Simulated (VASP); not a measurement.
Cd:

```
CELL_PARAMETERS angstrom
3.13694 0.00000 0.00000
1.56847 2.71667 0.00000
1.56847 0.90556 2.56130
ATOMIC_POSITIONS crystal
Cd 0.00000 0.00000 0.00000
```

```yaml
Program: VASP 6.6.1
Task: relaxation of cell and atoms
Functional: LDA
Potentials_or_basis: VASP PAW LDA potentials, release 64 (Cd)
Cutoff: 600 eV
k_mesh: 10 × 10 × 10
Occupations: methfessel-paxton, width 0.2 eV
Spin: no spin polarisation
```

At the start: pressure -4.4 GPa; volume 21.83 Å³/atom.

Q: How do energy, volume and symmetry change on relaxing?

A: Over 3 steps the energy falls by 25.8 meV/atom and the volume is 20.10 Å³/atom (-7.9 %); space group Fm-3m (No. 225, to 0.05 Å).

The path:
```
step  energy change (eV)  largest force (eV/Å)  pressure (GPa)  volume (Å³)
   1              0.0000                0.0000           -4.38        21.83
   2             -0.0257                0.0000            0.35        20.00
   3             -0.0258                0.0000           -0.01        20.10
```

Final structure:
```cif
data_structure
_symmetry_space_group_name_H-M 'P 1'
_symmetry_Int_Tables_number 1
_cell_length_a 3.0519
_cell_length_b 3.0519
_cell_length_c 3.0519
_cell_angle_alpha 60.000
_cell_angle_beta 60.000
_cell_angle_gamma 60.000
_cell_volume 20.10
loop_
_atom_site_label
_atom_site_type_symbol
_atom_site_fract_x
_atom_site_fract_y
_atom_site_fract_z
_atom_site_occupancy
Cd1 Cd 0.00000 0.00000 0.00000 1
```
